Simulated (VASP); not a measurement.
**MgZn7O8: single point with HSE06**

MgZn7O8:

```
CELL_PARAMETERS angstrom
8.51807 0.00000 0.00000
0.00000 8.51807 0.00000
0.00000 0.00000 8.51807
ATOMIC_POSITIONS crystal
O 0.24942 0.99984 0.99835
O 0.24984 0.00023 0.50227
O 0.24990 0.49992 0.00006
O 0.24799 0.49958 0.50033
O 0.74999 0.00009 0.00015
O 0.75002 0.00156 0.50059
O 0.74996 0.49954 0.99997
O 0.75198 0.49780 0.50058
O 0.99964 0.25027 0.00051
O 0.99785 0.25187 0.50017
O 0.99966 0.74961 0.00055
O 0.99955 0.74821 0.49995
O 0.49987 0.24988 0.00051
O 0.50156 0.25019 0.50020
O 0.50007 0.74989 0.00223
O 0.50010 0.74943 0.49836
O 0.00015 0.99991 0.25031
O 0.00167 0.99984 0.75046
O 0.99996 0.50025 0.25190
O 0.00009 0.49996 0.74862
O 0.49945 0.99792 0.25011
O 0.49782 0.99933 0.75022
O 0.50013 0.50181 0.25033
O 0.49958 0.50016 0.75033
O 0.25013 0.24987 0.25001
O 0.24981 0.24799 0.75034
O 0.25176 0.75011 0.25045
O 0.24999 0.75176 0.75029
O 0.74952 0.24956 0.25198
O 0.74934 0.24931 0.74867
O 0.74800 0.75009 0.25008
O 0.74982 0.74993 0.75039
Zn 0.99965 0.99995 0.00034
Zn 0.99981 0.99984 0.50038
Zn 0.99990 0.49982 0.00026
Zn 0.49988 0.99984 0.00032
Zn 0.49976 0.99974 0.50025
Zn 0.49996 0.49979 0.00030
Zn 0.49988 0.49984 0.50030
Zn 0.24974 0.24990 0.00026
Zn 0.24983 0.24988 0.50020
Zn 0.24977 0.74989 0.00026
Zn 0.24995 0.74991 0.50035
Zn 0.74977 0.24981 0.00044
Zn 0.74987 0.74973 0.00031
Zn 0.74983 0.74971 0.50040
Zn 0.24972 0.99989 0.25022
Zn 0.24992 0.49987 0.25011
Zn 0.24991 0.49978 0.75031
Zn 0.74991 0.99967 0.25020
Zn 0.74972 0.99967 0.75040
Zn 0.75001 0.49988 0.25022
Zn 0.74975 0.49971 0.75030
Zn 0.99982 0.24994 0.25029
Zn 0.99965 0.24998 0.75038
Zn 0.99985 0.75003 0.25016
Zn 0.99978 0.74987 0.75037
Zn 0.49979 0.24986 0.25023
Zn 0.49977 0.24981 0.75043
Zn 0.49987 0.74970 0.75043
Mg 0.00023 0.50024 0.50028
Mg 0.74943 0.24942 0.50030
Mg 0.24981 0.99987 0.75039
Mg 0.49986 0.74985 0.25023
```

| Property | Result |
| --- | --- |
| Program | VASP 6.6.1 |
| Task | single point |
| Functional | HSE06 |
| Potentials or basis | VASP PAW PBE potentials, release 64 (O, Zn, Mg) |
| Cutoff | 520 eV |
| k mesh | 1 × 1 × 1 |
| Occupations | fermi-dirac, width 0.05 eV |
| Spin | no spin polarisation |

```json
{"Pressure": "2.2 GPa", "Largest force": "0.186 eV/Å", "Band gap on the k mesh": "3.02 eV"}
```

Forces on the atoms (eV/Å):
```
O    0.009  0.013 -0.119
O   -0.034  0.013  0.117
O   -0.031 -0.010 -0.015
O   -0.124 -0.011  0.022
O    0.007  0.022 -0.019
O    0.010  0.125  0.006
O    0.023 -0.024  0.000
O    0.129 -0.131 -0.002
O   -0.024  0.017  0.003
O   -0.135  0.128 -0.006
O   -0.003 -0.020  0.017
O   -0.008 -0.128 -0.009
O    0.025  0.006  0.015
O    0.128  0.007 -0.026
O   -0.001 -0.015  0.122
O    0.022 -0.008 -0.120
O    0.017 -0.030  0.014
O    0.122 -0.010 -0.022
O    0.006  0.011  0.115
O    0.022  0.012 -0.116
O   -0.008 -0.119  0.009
O   -0.119 -0.005  0.015
O   -0.025  0.119  0.002
O   -0.020  0.014 -0.011
O    0.018 -0.028  0.024
O    0.019 -0.123 -0.007
O    0.121  0.011 -0.016
O    0.012  0.116 -0.002
O   -0.018 -0.004  0.117
O    0.009 -0.003 -0.116
O   -0.123  0.004  0.024
O   -0.029  0.025 -0.012
Zn   0.027 -0.002 -0.022
Zn   0.003  0.029  0.018
Zn  -0.001  0.007  0.000
Zn  -0.027 -0.019 -0.003
Zn   0.001  0.000  0.001
Zn  -0.005  0.023  0.020
Zn   0.023 -0.002 -0.020
Zn   0.002 -0.023 -0.019
Zn  -0.026  0.000  0.022
Zn   0.022  0.019  0.002
Zn  -0.002  0.001 -0.002
Zn  -0.001  0.000 -0.006
Zn  -0.018  0.002  0.014
Zn   0.000 -0.020 -0.023
Zn   0.024 -0.016 -0.009
Zn   0.004  0.023  0.014
Zn  -0.019  0.003 -0.010
Zn  -0.025  0.007  0.016
Zn   0.002  0.019 -0.010
Zn  -0.002 -0.005  0.040
Zn   0.025 -0.020 -0.035
Zn  -0.019  0.021  0.038
Zn   0.001 -0.006 -0.040
Zn   0.003 -0.021  0.013
Zn   0.022  0.002 -0.008
Zn   0.018 -0.001  0.011
Zn  -0.006 -0.021 -0.013
Zn  -0.020  0.024  0.005
Mg  -0.022 -0.022  0.000
Mg   0.022  0.022  0.001
Mg  -0.004  0.000  0.005
Mg   0.000  0.000 -0.005
```

Levels at points of the mesh, in eV from the valence-band top:
| k point | band 265 | band 266 | band 267 | band 268 | band 269 | band 270 | band 271 | band 272 |
| --- | --- | --- | --- | --- | --- | --- | --- | --- |
| (0.00, 0.00, 0.00) | 0.00 | 0.00 | 0.00 | 0.00 | 3.02 | 6.55 | 6.55 | 6.59 |

Wall time 7 min on 1 × NVIDIA H100 80GB with 1 thread of AMD EPYC 7R13 Processor (Zen 3), with other jobs on the host, peak memory 1.5 GiB.

Caveat: the k points lie up to 0.74 Å⁻¹ apart; the PAW data sets were made with another functional, which shifts forces and pressure a little. A k mesh can miss the band edges.
